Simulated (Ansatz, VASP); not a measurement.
# One calculation of SnSe, two programs

The input INCAR:

```
SYSTEM = SnSe
ALGO = Normal
EDIFF = 1E-8
ENCUT = 400
GGA_COMPAT = .False.
ISIF = 2
ISMEAR = -1
LASPH = .True.
LCHARG = .False.
LEFG = .True.
LREAL = .False.
LWAVE = .False.
NBANDS = 17
NELM = 120
PREC = Accurate
SIGMA = 0.02
```

KPOINTS

```
k-points
0
Gamma
  13 13 13
  0 0 0
```

File POSCAR:

```
SnSe
1.0
    0.0000000000      3.0100000000      3.0100000000
    3.0100000000      0.0000000000      3.0100000000
    3.0100000000      3.0100000000      0.0000000000
Sn Se
1 1
Direct
    0.0000000000      0.0000000000      0.0000000000
    0.5000000000      0.5000000000      0.5000000000
```

Input for Ansatz:

```yaml
crystal:
  lattice:
    - [0.0, 3.01, 3.01]
    - [3.01, 0.0, 3.01]
    - [3.01, 3.01, 0.0]
  atoms:
    - { symbol: Sn, position: [0.0, 0.0, 0.0] }
    - { symbol: Se, position: [0.5, 0.5, 0.5] }
kpoints:
  mp_grid: { grid: [13, 13, 13] }
scf:
  occupations: { method: fermi_dirac, width: 0.02 }
hamiltonian:
  xc: lda
  pseudopotentials: { kind: paw }
output:
  forces: true
  stress: true
  populations: true
  efg: { quadrupole_moments_barn: { Sn: -0.132 }, contact_densities: true }
```

Alike in both runs: task electric field gradients; functional LDA; k mesh 13 × 13 × 13; occupations fermi-dirac, width 0.02 eV; no spin polarisation.

```csv
,VASP,Ansatz
version,VASP 6.6.1,Ansatz 0.2.0
potentials or method,"VASP PAW LDA potentials, release 64 (Sn_d, Se)","plane-wave PAW, scalar-relativistic"
plane-wave cutoff (eV),400,420
valence electrons in the cell,20,30
```

```csv
,VASP,Ansatz,Ansatz less VASP
pressure (GPa),-3.2,-3.2,-0.05
```

LDA's correlation is that of Perdew and Zunger in VASP and of Perdew and Wang (1992) in Ansatz. VASP's potentials hold 20 valence electrons a cell and Ansatz's 30, so a difference there can come from the potentials and not from the codes.
